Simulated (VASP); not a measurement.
Input of a VASP 6.6.1 run:

File INCAR:

```
PREC = Accurate
ENCUT = 520
EDIFF = 1E-7
ISMEAR = -1
SIGMA = 0.1
LREAL = False
LASPH = True
NELM = 100
ALGO = Normal
ISIF = 2
LWAVE = False
LCHARG = True
GGA = PS
LELF = True
LVHAR = True
NBANDS = 12
```

The input KPOINTS:

```
Automatic mesh
0
Gamma
  6 6 6
```

The input POSCAR:

```
Zr
1.0
    3.9270000000      0.0000000000      0.0000000000
    0.0000000000      3.9270000000      0.0000000000
    0.0000000000      0.0000000000      3.9270000000
Zr
1
Direct
    0.0000000000      0.0000000000      0.0000000000
```

Potentials or basis: VASP PAW PBE potentials, release 64 (Zr_sv).

The run is started by

```sh
$ cat potpaw_PBE.64/Zr_sv/POTCAR > POTCAR
$ mpirun -np 1 vasp_std > vasp.out
```

Task: Predict the pressure.

Result: -11.5 GPa.

Task: Predict the band gap on the k mesh.

Result: Zero (band 6 reaches 1.61 eV, above the bottom of band 7 at 0.90 eV).

Caveat: the PAW data sets were made with another functional, which shifts forces and pressure a little.
